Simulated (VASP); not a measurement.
# GaSb5 in VASP: further runs, part 2 of 2

VASP 6.6.1. The steps go on from the part before.

### Step 5. Relaxation of cell and atoms, PBE

The input, INCAR:

```
SYSTEM = GaSb5
PREC = Accurate
ENCUT = 600
EDIFF = 1E-6
ISMEAR = 0
SIGMA = 0.1
LREAL = .False.
LASPH = .True.
NELM = 80
ALGO = Normal
ISIF = 3
LWAVE = .False.
LCHARG = .False.
GGA = PE
IBRION = 2
NSW = 100
EDIFFG = -0.01
```

The input, KPOINTS:

```
regular mesh
0
Gamma
  6 6 6
  0 0 0
```

The input, POSCAR:

```
GaSb5
1.0
    5.9407991382      0.0000000000      0.0000000000
   -2.9703995691      5.1448829724      0.0000000000
    0.0000000000      0.0000000000      6.0702959549
Ga Sb
1 5
Direct
    0.0000000000      0.0000000000      0.5000000000
    0.5000000000      0.0000000000      0.0000000000
    0.0000000000      0.5000000000      0.0000000000
    0.5000000000      0.5000000000      0.0000000000
    0.3333333333      0.6666666667      0.5000000000
    0.6666666667      0.3333333333      0.5000000000
```

Potentials or basis: VASP PAW PBE potentials, release 64 (Ga_d, Sb).

Started as:

```sh
> cat potpaw_PBE.64/Ga_d/POTCAR potpaw_PBE.64/Sb/POTCAR > POTCAR
> mpirun -np 1 vasp_std > vasp.out
```

OUTCAR:

```text
SYSTEM = GaSb5
   PREC = Accurate
   ENCUT = 600
   EDIFF = 1E-6
   ISMEAR = 0
   LREAL = .False.
   LASPH = .True.
   NELM = 80
   ISIF = 3
   GGA = PE
   IBRION = 2
   NSW = 100
   EDIFFG = -0.01

 ion  position               nearest neighbor table
   1  0.000  0.000  0.500-
   2  0.500  0.000  0.000-   3 2.97   4 2.97   4 2.97   3 2.97   5 3.49   6 3.49   5 3.49   6 3.49

   3  0.000  0.500  0.000-   2 2.97   2 2.97   4 2.97   4 2.97   5 3.49   6 3.49   5 3.49   6 3.49

   4  0.500  0.500  0.000-   2 2.97   2 2.97   3 2.97   3 2.97   5 3.49   6 3.49   5 3.49   6 3.49

   5  0.333  0.667  0.500-   6 3.43   6 3.43   6 3.43   2 3.49   2 3.49   3 3.49   3 3.49   4 3.49
                             4 3.49
   6  0.667  0.333  0.500-   5 3.43   5 3.43   5 3.43   2 3.49   2 3.49   3 3.49   3 3.49   4 3.49
                             4 3.49

[... 395 lines left out ...]

 Free energy of the ion-electron system (eV)
  ---------------------------------------------------
  ext. energy  EPLUGINS =         0.00000000
  ---------------------------------------------------
  free energy    TOTEN  =       -21.51727862 eV

  energy without entropy =      -21.50133809  energy(sigma->0) =      -21.50930835

 E-fermi :   6.1436     XC(G=0):  -9.3557

 val. band max:        6.1360956379   @ k =   0.3333   0.3333   0.1667
 cond. band min:       6.1548433532   @ k =   0.5000   0.0000   0.3333
 fundamental gap:      0.0187477154
 Fermi energy:         6.1435726591

 k-point     1 :       0.0000    0.0000    0.0000
  band No.  band energies     occupation
      1      -9.0250      2.00000
      2      -9.0051      2.00000
      3      -9.0051      2.00000
      4      -8.9578      2.00000
      5      -8.9578      2.00000
      6      -6.2259      2.00000
[... 613 lines left out ...]
     22       7.5599      0.00000
     23       7.5962      0.00000

 [... further k-points ...]
[... 5 lines left out ...]
  --------------------------------------------------------------------------------------
  -------------------------------------------------------------------------------------
  Total       -0.0226084     -0.0226084      0.0518293      0.0000000      0.0000000      0.0000000
  in kB       -0.1960955     -0.1960955      0.4495462      0.0000000      0.0000000      0.0000000
  external PRESSURE =       0.0191184 kB  Pullay stress =       0.0000000 kB
[... 21 lines left out ...]
  FREE ENERGIE OF THE ION-ELECTRON SYSTEM (eV)
  ---------------------------------------------------
  free  energy   TOTEN  =       -21.5172786210 eV

  energy  without entropy=      -21.5013380871  energy(sigma->0) =      -21.50930835

 reached required accuracy - stopping structural energy minimisation
```

CONTCAR:

```text
GaSb5
   1.00000000000000
     6.1588191889741477    0.0000000000000000   -0.0000000000000000
    -3.0794095944870739    5.3336938748980067   -0.0000000000000000
     0.0000000000000000    0.0000000000000000    5.6232366193554739
  Ga              Sb
     1     5
Direct
     0.0000000000000000    0.0000000000000000    0.5000000000000000
     0.5000000000000000    0.0000000000000000    0.0000000000000000
     0.0000000000000000    0.5000000000000000    0.0000000000000000
     0.5000000000000000    0.5000000000000000    0.0000000000000000
     0.3333333332999970    0.6666666667000030    0.5000000000000000
     0.6666666667000030    0.3333333332999970    0.5000000000000000

  0.00000000E+00  0.00000000E+00  0.00000000E+00
  0.00000000E+00  0.00000000E+00  0.00000000E+00
  0.00000000E+00  0.00000000E+00  0.00000000E+00
  0.00000000E+00  0.00000000E+00  0.00000000E+00
  0.00000000E+00  0.00000000E+00  0.00000000E+00
  0.00000000E+00  0.00000000E+00  0.00000000E+00
```

Run time: 6 min. Hardware: 1 thread of AMD EPYC 7R13 (Zen 3), shared host; peak memory 0.39 GiB.

What came out:

* Free energy: -21.5173 eV
* Relaxed volume: 30.79 Å³/atom
* Relaxed cell: a = 6.159 Å, b = 6.159 Å, c = 5.623 Å, α = 90.00°, β = 90.00°, γ = 120.00°
* Space group after relaxing (to 0.05 Å): P6/mmm (No. 191)
* Energy gained by relaxing: 54.0 meV/atom
* Ionic steps: 6
* Pressure after relaxing: 0.0 GPa
* Band gap on the k mesh: zero (band 19 reaches 6.60 eV, above the bottom of band 20 at 5.60 eV)

Step by step:
```tsv
step	energy change (eV)	largest force (eV/Å)	pressure (GPa)	volume (Å³)
1	0.0000	0.0000	0.16	185.54
2	-0.2565	0.0000	-0.39	186.14
3	-0.3216	0.0000	-0.37	186.25
4	-0.3222	0.0000	-0.36	186.25
5	-0.3237	0.0000	0.15	184.08
6	-0.3240	0.0000	0.00	184.72
```

Final structure:
```
CELL_PARAMETERS angstrom
6.15882 0.00000 0.00000
-3.07941 5.33369 0.00000
0.00000 0.00000 5.62324
ATOMIC_POSITIONS crystal
Ga 0.00000 0.00000 0.50000
Sb 0.50000 0.00000 0.00000
Sb 0.00000 0.50000 0.00000
Sb 0.50000 0.50000 0.00000
Sb 0.33333 0.66667 0.50000
Sb 0.66667 0.33333 0.50000
```

Caveat: spin-orbit coupling is left out, which moves the levels of the heavy elements.

### Step 6. Relaxation of cell and atoms, PBE

This run uses another cell than the first one, of 30.83 Å³/atom, 0.997 times its volume.

The input, INCAR:

```
PREC = Accurate
ENCUT = 600
EDIFF = 1E-6
ISMEAR = 0
SIGMA = 0.1
LREAL = F
LASPH = T
NELM = 60
ALGO = Normal
ISIF = 3
LWAVE = F
LCHARG = F
GGA = PE
IBRION = 2
NSW = 100
EDIFFG = -0.01
```

The input, KPOINTS:

```
Automatic mesh
0
Gamma
  6 6 8
```

Changes to POSCAR since step 5:

```diff
@@ -2,5 +2,5 @@
 1.0
-    5.9407991382      0.0000000000      0.0000000000
-   -2.9703995691      5.1448829724      0.0000000000
-    0.0000000000      0.0000000000      6.0702959549
+    6.1591887565      0.0000000000      0.0000000000
+   -3.0795943782      5.3340139298      0.0000000000
+    0.0000000000      0.0000000000      5.6312310994
 Ga Sb
```

Potentials or basis: VASP PAW PBE potentials, release 64 (Ga_d, Sb).

Started as:

```sh
> cat potpaw_PBE.64/Ga_d/POTCAR potpaw_PBE.64/Sb/POTCAR > POTCAR
> mpirun -np 1 vasp_std > vasp.out
```

OUTCAR:

```text
PREC = Accurate
   ENCUT = 600
   EDIFF = 1E-6
   ISMEAR = 0
   LREAL = F
   LASPH = T
   NELM = 60
   ISIF = 3
   GGA = PE
   IBRION = 2
   NSW = 100
   EDIFFG = -0.01

 ion  position               nearest neighbor table
   1  0.000  0.000  0.500-
   2  0.500  0.000  0.000-   4 3.08   4 3.08   3 3.08   3 3.08   5 3.33   6 3.33   5 3.33   6 3.33

   3  0.000  0.500  0.000-   2 3.08   2 3.08   4 3.08   4 3.08   5 3.33   6 3.33   5 3.33   6 3.33

   4  0.500  0.500  0.000-   2 3.08   2 3.08   3 3.08   3 3.08   5 3.33   6 3.33   5 3.33   6 3.33

   5  0.333  0.667  0.500-   2 3.33   2 3.33   3 3.33   3 3.33   4 3.33   4 3.33   6 3.56   6 3.56
                             6 3.56
   6  0.667  0.333  0.500-   2 3.33   2 3.33   3 3.33   3 3.33   4 3.33   4 3.33   5 3.56   5 3.56
                             5 3.56

  LATTYP: Found a hexagonal cell.
 ALAT       =     6.1591887565
 C/A-ratio  =     0.9142812994

[... 431 lines left out ...]

 Free energy of the ion-electron system (eV)
  ---------------------------------------------------
  ext. energy  EPLUGINS =         0.00000000
  ---------------------------------------------------
  free energy    TOTEN  =       -21.53126699 eV

  energy without entropy =      -21.51482583  energy(sigma->0) =      -21.52304641

 E-fermi :   6.0869     XC(G=0):  -9.3577

 val. band max:        6.0692715631   @ k =   0.0000   0.0000   0.0000
 cond. band min:       6.1171425226   @ k =   0.3333   0.1667   0.3750
 fundamental gap:      0.0478709595
 Fermi energy:         6.0869124373

 k-point     1 :       0.0000    0.0000    0.0000
  band No.  band energies     occupation
      1      -9.0296      2.00000
      2      -9.0114      2.00000
      3      -9.0114      2.00000
      4      -8.9693      2.00000
      5      -8.9693      2.00000
      6      -6.2294      2.00000
[... 613 lines left out ...]
     22       7.4083      0.00000
     23       7.8046      0.00000

 [... further k-points ...]
[... 5 lines left out ...]
  --------------------------------------------------------------------------------------
  -------------------------------------------------------------------------------------
  Total       -0.0236228     -0.0236228     -0.0083341     -0.0000000      0.0000000      0.0000000
  in kB       -0.2049560     -0.2049560     -0.0723082     -0.0000000      0.0000000      0.0000000
  external PRESSURE =      -0.1607400 kB  Pullay stress =       0.0000000 kB
[... 21 lines left out ...]
  FREE ENERGIE OF THE ION-ELECTRON SYSTEM (eV)
  ---------------------------------------------------
  free  energy   TOTEN  =       -21.5312669909 eV

  energy  without entropy=      -21.5148258317  energy(sigma->0) =      -21.52304641

 reached required accuracy - stopping structural energy minimisation
```

OSZICAR:

```text
N       E                     dE             d eps       ncg     rms          rms(c)
DAV:   1     0.267309809621E+03    0.26731E+03   -0.15926E+04  1610   0.173E+03
DAV:   2     0.843694679047E+01   -0.25887E+03   -0.25514E+03  1813   0.354E+02
DAV:   3    -0.204137727995E+02   -0.28851E+02   -0.28070E+02  1991   0.102E+02
DAV:   4    -0.215801522993E+02   -0.11664E+01   -0.11339E+01  1951   0.207E+01
[... 44 lines left out ...]
DAV:   2    -0.215315904956E+02    0.93424E-03   -0.21102E-03  1834   0.474E-01    0.943E-02
DAV:   3    -0.215312883179E+02    0.30218E-03   -0.56019E-04  1932   0.181E-01    0.179E-02
DAV:   4    -0.215312715823E+02    0.16736E-04   -0.34667E-05  1907   0.538E-02    0.102E-02
DAV:   5    -0.215312670176E+02    0.45648E-05   -0.49024E-06  1947   0.172E-02    0.284E-03
DAV:   6    -0.215312669909E+02    0.26673E-07   -0.58019E-07   924   0.709E-03
   7 F= -.21531267E+02 E0= -.21523046E+02  d E =-.112298E-03
```

CONTCAR:

```text
GaSb5
   1.00000000000000
     6.1771655146389763    0.0000000000001688   -0.0000000000000000
    -3.0885827572691960    5.3495822590256727   -0.0000000000000000
    -0.0000000000000000   -0.0000000000000000    5.5881984297121194
  Ga              Sb
     1     5
Direct
     1.0000000000000000    1.0000000000000000    0.5000000000000000
     0.5000000000000000    0.0000000000000000    0.0000000000000000
     1.0000000000000000    0.5000000000000000    0.0000000000000000
     0.5000000000000000    0.5000000000000000    0.0000000000000000
     0.3333333332999970    0.6666666667000030    0.5000000000000000
     0.6666666667000030    0.3333333332999970    0.5000000000000000

  0.00000000E+00  0.00000000E+00  0.00000000E+00
  0.00000000E+00  0.00000000E+00  0.00000000E+00
  0.00000000E+00  0.00000000E+00  0.00000000E+00
  0.00000000E+00  0.00000000E+00  0.00000000E+00
  0.00000000E+00  0.00000000E+00  0.00000000E+00
  0.00000000E+00  0.00000000E+00  0.00000000E+00
```

It took 6.8 min on 1 thread of AMD EPYC 7R13 (Zen 3), shared host; peak memory 0.44 GiB.

What came out:

- Free energy: -21.5313 eV
- Relaxed volume: 30.78 Å³/atom
- Relaxed cell: a = 6.177 Å, b = 6.177 Å, c = 5.588 Å, α = 90.00°, β = 90.00°, γ = 120.00°
- Space group after relaxing (to 0.05 Å): P6/mmm (No. 191)
- Energy gained by relaxing: 0.5 meV/atom
- Ionic steps: 7
- Pressure after relaxing: 0.0 GPa
- Band gap on the k mesh: zero (band 19 reaches 6.64 eV, above the bottom of band 20 at 5.60 eV)

The path:
```tsv
step	energy change (eV)	largest force (eV/Å)	pressure (GPa)	volume (Å³)
1	0.0000	0.0000	-0.11	185.00
2	-0.0027	0.0000	0.03	184.44
3	-0.0030	0.0000	0.09	184.24
4	-0.0030	0.0000	0.09	184.22
5	-0.0030	0.0000	0.10	184.18
6	-0.0030	0.0000	0.09	184.21
7	-0.0031	0.0000	-0.02	184.66
```

Final structure:
```cif
data_structure
_symmetry_space_group_name_H-M 'P 1'
_symmetry_Int_Tables_number 1
_cell_length_a 6.1772
_cell_length_b 6.1772
_cell_length_c 5.5882
_cell_angle_alpha 90.000
_cell_angle_beta 90.000
_cell_angle_gamma 120.000
_cell_volume 184.66
loop_
_atom_site_label
_atom_site_type_symbol
_atom_site_fract_x
_atom_site_fract_y
_atom_site_fract_z
_atom_site_occupancy
Ga1 Ga 0.00000 0.00000 0.50000 1
Sb1 Sb 0.50000 0.00000 0.00000 1
Sb2 Sb 0.00000 0.50000 0.00000 1
Sb3 Sb 0.50000 0.50000 0.00000 1
Sb4 Sb 0.33333 0.66667 0.50000 1
Sb5 Sb 0.66667 0.33333 0.50000 1
```

Caveat: spin-orbit coupling is left out, which moves the levels of the heavy elements.

### Step 7. Summary

| task | cell | k mesh | cutoff (eV) | gap on the mesh (eV) | pressure (GPa) | relaxed volume (Å³/atom) |
| --- | --- | --- | --- | --- | --- | --- |
| single point | a = 5.941, b = 5.941, c = 6.070 Å, angles 90.0, 90.0, 120.0°, 6 atoms | 3 × 3 × 4 | 520 | none | -0.1 | - |
| single point | a = 6.159, b = 6.159, c = 5.631 Å, angles 90.0, 90.0, 120.0°, 6 atoms | 6 × 6 × 6 | 520 | none | -0.1 | - |
| single point | a = 6.175, b = 6.175, c = 5.592 Å, angles 90.0, 90.0, 120.0°, 6 atoms | 6 × 6 × 8 | 520 | none | 0.0 | - |
| relaxation of cell and atoms | relaxed from a = 5.941, b = 5.941, c = 6.070 Å, angles 90.0, 90.0, 120.0°, 6 atoms | 6 × 6 × 6 | 600 | none | 0.0 | 30.79 |
| relaxation of cell and atoms | relaxed from a = 6.159, b = 6.159, c = 5.631 Å, angles 90.0, 90.0, 120.0°, 6 atoms | 6 × 6 × 8 | 600 | none | 0.0 | 30.78 |

Alike in all rows: level PBE; potentials or basis VASP PAW PBE potentials, release 64 (Ga_d, Sb); no spin polarisation; smearing gaussian 0.1 eV.

Caveats: some runs use coarse meshes; spin-orbit coupling is left out, which moves the levels of the heavy elements.

Total energies depend on the potentials used, so only differences within one code and one set of settings carry meaning.
